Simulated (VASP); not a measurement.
# Ta4S in VASP: further runs

The runs below take Ta4S through single point, relaxation of the atoms, with PBE.

All numbers are computed with VASP 6.6.1; they aren't measurements. Logs are shortened: lines on timing, memory, paths and dates and some standing lists are left out, and cuts for length are marked.

## Step 1: The cell of the first run

The cell holds a slab with vacuum, 5 atoms: a = 3.319 Å, b = 3.319 Å, c = 20.300 Å, α = 90.00°, β = 90.00°, γ = 90.00°.

## Step 2: Single point, PBE

Contents of INCAR:

```
PREC = Accurate
ENCUT = 520
EDIFF = 1E-7
ISMEAR = 0
SIGMA = 0.1
LREAL = False
LASPH = True
NELM = 80
ALGO = Normal
ISIF = 2
LWAVE = False
LCHARG = True
LDIPOL = True
IDIPOL = 3
DIPOL = 0.5 0.5 0.359
GGA = PE
LELF = True
LVHAR = True
LVACPOTAV = True
NBANDS = 33
```

Contents of KPOINTS:

```
regular mesh
0
Gamma
  8 8 1
```

Contents of POSCAR:

```
Ta4S
1.0
    3.3189671341      0.0000000000      0.0000000000
    0.0000000000      3.3189671341      0.0000000000
    0.0000000000      0.0000000000     20.2996559613
Ta S
4 1
Direct
    0.5000000000      0.5000000000      0.1970476745
    0.0000000000      0.0000000000      0.2787970189
    0.5000000000      0.5000000000      0.3599139055
    0.0000000000      0.0000000000      0.4334879359
    0.2500000000      0.2500000000      0.5279108890
```

Potentials or basis: VASP PAW PBE potentials, release 64 (Ta_pv, S).

Started as:

```console
cat potpaw_PBE.64/Ta_pv/POTCAR potpaw_PBE.64/S/POTCAR > POTCAR
mpirun -np 1 vasp_std > vasp.out
```

OUTCAR:

```text
PREC = Accurate
   ENCUT = 520
   EDIFF = 1E-7
   ISMEAR = 0
   LREAL = False
   LASPH = True
   NELM = 80
   ISIF = 2
   GGA = PE

 ion  position               nearest neighbor table
   1  0.500  0.500  0.197-   2 2.87   2 2.87   2 2.87   2 2.87   3 3.31
   2  0.000  0.000  0.279-   3 2.87   3 2.87   3 2.87   3 2.87   1 2.87   1 2.87   1 2.87   1 2.87
                             4 3.14
   3  0.500  0.500  0.360-   4 2.78   4 2.78   4 2.78   4 2.78   2 2.87   2 2.87   2 2.87   2 2.87
                             1 3.31
   4  0.000  0.000  0.433-   5 2.25   3 2.78   3 2.78   3 2.78   3 2.78   2 3.14
   5  0.250  0.250  0.528-   4 2.25

  LATTYP: Found a simple tetragonal cell.
 ALAT       =     3.3189671341
 C/A-ratio  =     6.1162569984

  Lattice vectors:

 A1 = (   3.3189671341,   0.0000000000,   0.0000000000)
 A2 = (   0.0000000000,   3.3189671341,   0.0000000000)
 A3 = (   0.0000000000,   0.0000000000,  20.2996559613)

Analysis of symmetry for initial positions (statically):
=====================================================================
 Subroutine PRICEL returns:
 Original cell was already a primitive cell.

 Routine SETGRP: Setting up the symmetry group for a
 simple tetragonal supercell.

 Subroutine GETGRP returns: Found  2 space group operations
 (whereof  2 operations were pure point group operations)
 out of a pool of 16 trial point group operations.

The static configuration has the point symmetry C_1h.

Analysis of symmetry for dynamics (positions and initial velocities):
=====================================================================
 Subroutine PRICEL returns:
 Original cell was already a primitive cell.

 Routine SETGRP: Setting up the symmetry group for a
 simple tetragonal supercell.

 Subroutine GETGRP returns: Found  2 space group operations
 (whereof  2 operations were pure point group operations)
 out of a pool of 16 trial point group operations.

The dynamic configuration has the point symmetry C_1h.

 Subroutine INISYM returns: Found  2 space group operations
 (whereof  2 operations are pure point group operations),
 and found     1 'primitive' translations

----------------------------------------------------------------------------------------

                                     Primitive cell

  volume of cell :     223.6117

  direct lattice vectors                    reciprocal lattice vectors
     3.318967134  0.000000000  0.000000000     0.301298555  0.000000000  0.000000000
     0.000000000  3.318967134  0.000000000     0.000000000  0.301298555  0.000000000
     0.000000000  0.000000000 20.299655961     0.000000000  0.000000000  0.049261919

  length of vectors
     3.318967134  3.318967134 20.299655961     0.301298555  0.301298555  0.049261919

  position of ions in fractional coordinates (direct lattice)
     0.500000000  0.500000000  0.197047674
     0.000000000  0.000000000  0.278797019
     0.500000000  0.500000000  0.359913906
     0.000000000  0.000000000  0.433487936
     0.250000000  0.250000000  0.527910889

  ion indices of the primitive-cell ions
   primitive index   ion index
                 1           1
                 2           2
                 3           3
                 4           4
                 5           5

----------------------------------------------------------------------------------------

 KPOINTS: regular mesh

Automatic generation of k-mesh.
 Grid dimensions read from file:
 generate k-points for:    8    8    1

 Generating k-lattice:

  Cartesian coordinates                     Fractional coordinates (reciprocal lattice)
     0.037662319  0.000000000  0.000000000     0.125000000  0.000000000  0.000000000
     0.000000000  0.037662319  0.000000000     0.000000000  0.125000000  0.000000000
     0.000000000  0.000000000  0.049261919     0.000000000  0.000000000  1.000000000

  Length of vectors
     0.037662319  0.037662319  0.049261919

  Shift w.r.t. Gamma in fractional coordinates (k-lattice)
     0.000000000  0.000000000  0.000000000

 Subroutine IBZKPT returns following result:
 ===========================================

 Found     21 irreducible k-points:

 Following reciprocal coordinates:
            Coordinates               Weight
  0.000000  0.000000  0.000000      1.000000
  0.125000  0.000000  0.000000      4.000000
  0.250000  0.000000  0.000000      4.000000
  0.375000  0.000000  0.000000      4.000000
  0.500000  0.000000  0.000000      2.000000
  0.125000  0.125000  0.000000      2.000000
[... 13 lines left out ...]
  0.500000  0.375000  0.000000      4.000000
  0.500000  0.500000  0.000000      1.000000
   k-points           NKPTS =     21   k-points in BZ     NKDIM =     21   number of bands    NBANDS=     33
   number of dos      NEDOS =    301   number of ions     NIONS =      5
   total plane-waves  NPLWV = 125440
   dimension x,y,z NGX =    28 NGY =   28 NGZ =  160
   dimension x,y,z NGXF=    56 NGYF=   56 NGZF=  320
   ions per type =               4   1
   NGX,Y,Z   is equivalent  to a cutoff of  14.03, 14.03, 13.10 a.u.
   NGXF,Y,Z  is equivalent  to a cutoff of  28.05, 28.05, 26.21 a.u.
 SYSTEM =  unknown system
   PREC   = accura    normal or accurate (medium, high low for compatibility)
   ISTART =      0    job   : 0-new  1-cont  2-samecut
   ICHARG =      2    charge: 1-file 2-atom 10-const
   ISPIN  =      1    spin polarized calculation?
   LNONCOLLINEAR =      F non collinear calculations
   LSORBIT =      F    spin-orbit coupling
   LASPH  =      T    aspherical Exc in radial PAW
   ENCUT  =  520.0 eV  38.22 Ry    6.18 a.u.   6.17  6.17 37.74*2*pi/ulx,y,z
   NELM   =     80;   NELMIN=  2; NELMDL= -5     # of ELM steps
   EDIFF  = 0.1E-06   stopping-criterion for ELM
   LREAL  =      F    real-space projection
   EDIFFG = 0.1E-05   stopping-criterion for IOM
   NSW    =      0    number of steps for IOM
   IBRION =     -1    ionic relax: 0-MD 1-quasi-New 2-CG
   NFREE  =      0    steps in history (QN), initial steepest desc. (CG)
   ISIF   =      2    stress and relaxation
   ISYM   =      2    0-nonsym 1-usesym 2-fastsym
   POTIM  = 0.5000    time-step for ionic-motion
   TEBEG  =    0.0;   TEEND  =   0.0 temperature during run
   PSTRESS=    0.0 pullay stress
   NELECT =      50.0000    total number of electrons
   NUPDOWN=      -1.0000    fix difference up-down
   EMIN   =  10.00;   EMAX   =-10.00  energy-range for DOS
   EFERMI =   0.00;   METHOD = LEGACY
   ISMEAR =     0;   SIGMA  =   0.10  broadening in eV -4-tet -1-fermi 0-gaus
   EFERMI_NEDOS =   21; number of points for ismear=-14 and -15
   IALGO  =     38    algorithm
   IMIX   =      4    mixing-type and parameters
     AMIX     =   0.40;   BMIX     =  1.00
     AMIX_MAG =   1.60;   BMIX_MAG =  1.00
  volume/ion in A,a.u.               =      44.72       301.80
  Fermi-wavevector in a.u.,A,eV,Ry     =   0.993650  1.877726 13.433572  0.987340
  Thomas-Fermi vector in A             =   2.125546
   LORBIT       =      0    0 simple, 1 ext, 2 COOP (PROOUT), +10 PAW based schemes
   GGA     = PE    functional components
   LHFCALC =     F    Hartree Fock is set to
   AEXX    =    0.0000 exact exchange contribution
   IVDW    =     0    specifies the selected vdW correction
   LEPSILON=     F    determine dielectric tensor
   LRPA    =     F    only Hartree local field effects (RPA)
 non-spin polarized calculation
 Gauss-broadening in eV      SIGMA  =   0.10
  energy-cutoff  :      520.00
  volume of cell :      223.61
 maximum number of plane-waves:      6059
 NGX is ok and might be reduce to    28
   NGX = 13   NGY = 13   NGZ = 75

 dipolmoment           0.000000      0.000000     -0.030672 electrons x Angstroem

 number of electron      49.9999994 magnetization

 dipolmoment           0.000000      0.000000      0.107544 electrons x Angstroem

 Free energy of the ion-electron system (eV)
  ---------------------------------------------------
  ext. energy  EPLUGINS =         0.00000000
  ---------------------------------------------------
  free energy    TOTEN  =       -49.02033631 eV

  energy without entropy =      -48.99882026  energy(sigma->0) =      -49.00957828

 E-fermi :  -0.4069     XC(G=0):  -5.9322

 val. band max:       -0.4273014888   @ k =   0.1250   0.1250   0.0000
 cond. band min:      -0.3949435760   @ k =   0.2500   0.0000   0.0000
 fundamental gap:      0.0323579128
 Fermi energy:        -0.4069452989

 k-point     1 :       0.0000    0.0000    0.0000
  band No.  band energies     occupation
      1     -35.4123      2.00000
      2     -35.2386      2.00000
      3     -35.2301      2.00000
      4     -34.7478      2.00000
      5     -34.7160      2.00000
      6     -34.6885      2.00000
[... 25 lines left out ...]
     32       1.3906      0.00000
     33       2.6022      0.00000

 k-point     2 :       0.1250    0.0000    0.0000
  band No.  band energies     occupation
      1     -35.4159      2.00000
      2     -35.2680      2.00000
      3     -35.2261      2.00000
      4     -34.7761      2.00000
      5     -34.7462      2.00000
      6     -34.6820      2.00000
[... 25 lines left out ...]
     32       2.2207      0.00000
     33       2.6029      0.00000

 k-point     3 :       0.2500    0.0000    0.0000
  band No.  band energies     occupation
      1     -35.4270      2.00000
      2     -35.3444      2.00000
      3     -35.2074      2.00000
      4     -34.8581      2.00000
      5     -34.8070      2.00000
      6     -34.6378      2.00000
[... 25 lines left out ...]
     32       2.2177      0.00000
     33       2.5183      0.00000

 k-point     4 :       0.3750    0.0000    0.0000
  band No.  band energies     occupation
      1     -35.4421      2.00000
      2     -35.4165      2.00000
      3     -35.1882      2.00000
      4     -34.9278      2.00000
      5     -34.8703      2.00000
      6     -34.5885      2.00000
[... 565 lines left out ...]
     32       3.3826      0.00000
     33       3.4853      0.00000

 k-point    20 :       0.5000    0.3750    0.0000
  band No.  band energies     occupation
      1     -35.4361      2.00000
      2     -35.4178      2.00000
      3     -35.3451      2.00000
      4     -34.9674      2.00000
      5     -34.9390      2.00000
      6     -34.6681      2.00000
[... 25 lines left out ...]
     32       3.2985      0.00000
     33       3.4935      0.00000

 k-point    21 :       0.5000    0.5000    0.0000
  band No.  band energies     occupation
      1     -35.4424      2.00000
      2     -35.4341      2.00000
      3     -35.3464      2.00000
      4     -34.9871      2.00000
      5     -34.9582      2.00000
      6     -34.6554      2.00000
[... 25 lines left out ...]
     32       3.4137      0.00000
     33       3.5597      0.00000

------------------------ aborting loop because EDIFF is reached ----------------------------------------

  FORCE on cell =-STRESS in cart. coord.  units (eV):
  Direction    XX          YY          ZZ          XY          YZ          ZX
  --------------------------------------------------------------------------------------
  -------------------------------------------------------------------------------------
  Total       -2.1106608     -2.1106608      0.9131059      1.3523603      1.3095819      1.3095818
  in kB      -15.1228779    -15.1228779      6.5424011      9.6896571      9.3831499      9.3831495
  external PRESSURE =      -7.9011182 kB  Pullay stress =       0.0000000 kB

 VOLUME and BASIS-vectors are now :
 -----------------------------------------------------------------------------
  energy-cutoff  :      520.00
  volume of cell :      223.61
      direct lattice vectors                 reciprocal lattice vectors
     3.318967134  0.000000000  0.000000000     0.301298555  0.000000000  0.000000000
     0.000000000  3.318967134  0.000000000     0.000000000  0.301298555  0.000000000
     0.000000000  0.000000000 20.299655961     0.000000000  0.000000000  0.049261919

 POSITION                                       TOTAL-FORCE (eV/Angst)
 -----------------------------------------------------------------------------------
      1.65948      1.65948      4.00000         0.076153      0.076153      1.115525
      0.00000      0.00000      5.65948        -0.004966     -0.004966     -1.115839
      1.65948      1.65948      7.30613        -0.354540     -0.354540     -1.869218
      0.00000      0.00000      8.79966        -0.306305     -0.306305      1.869626
      0.82974      0.82974     10.71641         0.589659      0.589659     -0.000093
 -----------------------------------------------------------------------------------
    total drift:                                0.000079      0.000079     -0.000087

  FREE ENERGIE OF THE ION-ELECTRON SYSTEM (eV)
  ---------------------------------------------------
  free  energy   TOTEN  =       -49.0203363112 eV

  energy  without entropy=      -48.9988202563  energy(sigma->0) =      -49.00957828

 vacuum level on the upper side and lower side of the slab         5.280         3.513
```

It took 10 min on 1 thread of Intel Xeon 8259CL, shared host; peak memory 0.42 GiB.

Results:

| Item | Value |
| --- | --- |
| Free energy | -49.0203 eV |
| Largest force | 1.935 eV/Å |
| Band gap on the k mesh | zero (bands 25 and 26 overlap by 0.81 eV) |

Forces on the atoms (eV/Å):
```
Ta   0.076  0.076  1.116
Ta  -0.005 -0.005 -1.116
Ta  -0.355 -0.355 -1.869
Ta  -0.306 -0.306  1.870
S    0.590  0.590  0.000
```

Caveat: spin-orbit coupling is left out, which moves the levels of the heavy elements.

(Part 1 of 2 ends here.)

The gap in the log of VASP goes by the Fermi energy; the results here count the filled bands.